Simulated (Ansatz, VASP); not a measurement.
# TaAl5B in VASP and in Ansatz

```
CELL_PARAMETERS angstrom
6.11414 0.00000 0.00000
0.00000 6.11414 0.00000
0.00000 0.00000 3.93754
ATOMIC_POSITIONS crystal
Ta 0.00000 0.00000 0.50000
Al 0.90869 0.30239 0.00000
Al 0.09131 0.69761 0.00000
Al 0.69761 0.90869 0.00000
Al 0.30239 0.09131 0.00000
Al 0.50000 0.50000 0.00000
B 0.50000 0.50000 0.50000
```

Alike in both runs: functional PBE; k mesh 3 × 3 × 4; occupations gaussian, width 0.2 eV; no spin polarisation.

Ansatz relaxed the structure, and its values are those at the end. VASP's run is a single point on that final structure, the one shown.

|  | VASP | Ansatz |
| --- | --- | --- |
| version | VASP 6.6.1 | Ansatz 0.2.0 |
| potentials or method | VASP PAW PBE potentials, release 64 (Ta_pv, Al, B), cutoff 500 eV | scalar-relativistic, plane waves, PAW |
| valence electrons in the cell | 29 | 31 |

|  | VASP | Ansatz | Ansatz less VASP |
| --- | --- | --- | --- |
| gap on the k mesh at the Fermi level (eV) | none | none | - |
| pressure (GPa) | 0.4 | 0.4 | +0.01 |
| rms of the force components (eV/Å) | 0.007 | 0.006 | -0.0014 |

A gap of «none» marks a metal or a gap that the smearing closes. The functional is the same, so the differences come from potentials, cutoffs and numerics. VASP's potentials hold 29 valence electrons a cell and Ansatz's 31, so a difference there can come from the potentials and not from the codes.

The k mesh is coarse, so the values compare programs but aren't converged. Neither program's run includes spin-orbit coupling.
